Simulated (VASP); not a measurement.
Here is a VASP 6.6.1 calculation.

The input INCAR:

```
ALGO = Normal
EDIFF = 1E-6
ENCUT = 500
GGA = PE
GGA_COMPAT = False
ISIF = 2
ISMEAR = 0
LASPH = True
LCHARG = False
LMAXMIX = 6
LREAL = False
LWAVE = False
NBANDS = 32
NELM = 200
PREC = Accurate
SIGMA = 0.2
```

The input KPOINTS:

```
k-points
0
Gamma
  5 5 3
```

Contents of POSCAR:

```
SmNb
1.0
    3.5059919068      0.0000000000      0.0000000000
    0.0000000000      3.5059919068      0.0000000000
    0.0000000000      0.0000000000      8.2770732287
Sm Nb
2 2
Direct
    0.5000000000      0.0000000000      0.8241326400
    0.0000000000      0.5000000000      0.1758673600
    0.5000000000      0.0000000000      0.4212517589
    0.0000000000      0.5000000000      0.5787482411
```

Potentials or basis: VASP PAW PBE potentials, release 64 (Sm_3, Nb_sv), 4f in core.

Command:

```console
$ cat potpaw_PBE.64/Sm_3/POTCAR potpaw_PBE.64/Nb_sv/POTCAR > POTCAR
$ mpirun -np 1 vasp_std > vasp.out
```

Question: Estimate the largest force.

Answer: 0.031 eV/Å.

Question: Predict the pressure.

Answer: 0.8 GPa.

Question: Estimate the band gap on the k mesh.

Answer: Zero (bands 24 and 25 overlap by 1.02 eV).

Forces on the atoms (eV/Å):
```
Sm   0.000  0.000  0.017
Sm   0.000  0.000 -0.017
Nb   0.000  0.000 -0.031
Nb   0.000  0.000  0.031
```

Caveat: spin-orbit coupling is left out, which moves the levels of the heavy elements; the 4f electrons are frozen in the core, so they carry no moment and show no levels. Spin polarisation is off, so any magnetic state and its effect on volume and gap are missing.
